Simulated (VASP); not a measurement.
MgCd3O: relaxation of cell and atoms with PBE

MgCd3O:

```xyz
5
Lattice="4.1925 0.0000 0.0000 0.0000 4.1925 0.0000 0.0000 0.0000 5.3050" Properties=species:S:1:pos:R:3 pbc="T T T"
Mg    0.0000    0.0000    0.0000
Cd    2.0963    2.0963    0.5618
Cd    0.0000    2.0963    2.6525
Cd    2.0963    0.0000    2.6525
O     2.0963    2.0963    3.5119
```

The cell was generated, and may not be a known phase.

| Property | Result |
| --- | --- |
| Program | VASP 6.6.1 |
| Task | relaxation of cell and atoms |
| Functional | PBE |
| Potentials or basis | VASP PAW PBE potentials, release 64 (Mg, Cd, O) |
| Cutoff | 600 eV |
| k mesh | 4 × 4 × 4 |
| Occupations | gaussian, width 0.1 eV |
| Spin | no spin polarisation |
| Dipole correction | no |
| Further INCAR settings | ALGO = Normal; EDIFF = 1e-07; IBRION = 2; EDIFFG = -0.04; NSW = 90; ISIF = 3 |

```
Relaxed volume                        : 20.43 Å³/atom
Relaxed cell                          : a = 4.413 Å, b = 4.413 Å, c = 5.247 Å, α = 90.00°, β = 90.00°, γ = 90.00°
Space group after relaxing (to 0.1 Å) : P4mm (No. 99)
Energy gained by relaxing             : 74.6 meV/atom
Ionic steps                           : 14
Pressure after relaxing               : 0.1 GPa
Largest force after relaxing          : 0.037 eV/Å
Band gap on the k mesh                : zero (bands 22 and 23 overlap by 2.74 eV)
```

Forces in eV/Å, atoms in the order of the input:
```
Mg   0.000  0.000 -0.003
Cd   0.000  0.000  0.006
Cd   0.000  0.000  0.018
Cd   0.000  0.000  0.018
O    0.000  0.000 -0.037
```

Stress tensor (GPa, compression positive):
```
0.05 0.00 0.00
0.00 0.05 0.00
0.00 0.00 0.23
```

The path:
| step | energy change (eV) | largest force (eV/Å) | pressure (GPa) | volume (Å³) |
| --- | --- | --- | --- | --- |
| 1 | 0.0000 | 1.3749 | 6.87 | 93.25 |
| 2 | -0.2996 | 0.4018 | -1.38 | 104.42 |
| 3 | -0.3000 | 0.4347 | -1.12 | 103.90 |
| 4 | -0.3352 | 0.2522 | -0.40 | 102.55 |
| 5 | -0.3403 | 0.2438 | 0.06 | 101.85 |
| 6 | -0.3477 | 0.2132 | 0.08 | 101.73 |
| 7 | -0.3572 | 0.1487 | 0.17 | 101.37 |
| 8 | -0.3608 | 0.1169 | -0.06 | 101.87 |
| 9 | -0.3645 | 0.1321 | -0.60 | 103.08 |
| 10 | -0.3664 | 0.1298 | -0.49 | 102.93 |
| 11 | -0.3706 | 0.1212 | -0.16 | 102.47 |
| 12 | -0.3709 | 0.1065 | 0.56 | 101.56 |
| 13 | -0.3721 | 0.1091 | 0.20 | 102.00 |
| 14 | -0.3731 | 0.0375 | 0.11 | 102.16 |

Final structure:
```
Mg Cd O
1.0
     4.41259    0.00000    0.00000
     0.00000    4.41259    0.00000
     0.00000    0.00000    5.24671
Mg Cd O
1 3 1
Cartesian
  0.0000 4.4126 0.2363
  2.2063 2.2063 0.4536
  0.0000 2.2063 2.5351
  2.2063 0.0000 2.5351
  2.2063 2.2063 3.5156
```

Levels at points of the mesh, in eV from the Fermi level:
```
           k point  band 20  band 21  band 22  band 23  band 24  band 25
(0.00, 0.00, 0.00)    -3.69    -0.66     1.01     1.47     1.61     1.61
(0.50, 0.00, 0.00)    -3.29    -2.16     1.12     1.51     1.94     3.01
(0.50, 0.50, 0.00)    -2.64    -2.16    -1.19    -1.19     2.79     3.19
(0.00, 0.00, 0.50)    -3.31    -1.93     1.47     1.47     2.12     3.37
(0.50, 0.00, 0.50)    -3.03    -1.64    -0.79    -0.18     3.32     3.88
(0.50, 0.50, 0.50)    -2.28    -2.28    -1.86    -0.05     0.12     1.86
```

Wall time 3.7 min on 1 thread of Intel(R) Xeon(R) 6975P-C (Granite Rapids) (shared host), peak memory 0.26 GiB.

Caveat: the k points lie up to 0.36 Å⁻¹ apart in the final cell, too coarse for converged energies and pressures of a metal.
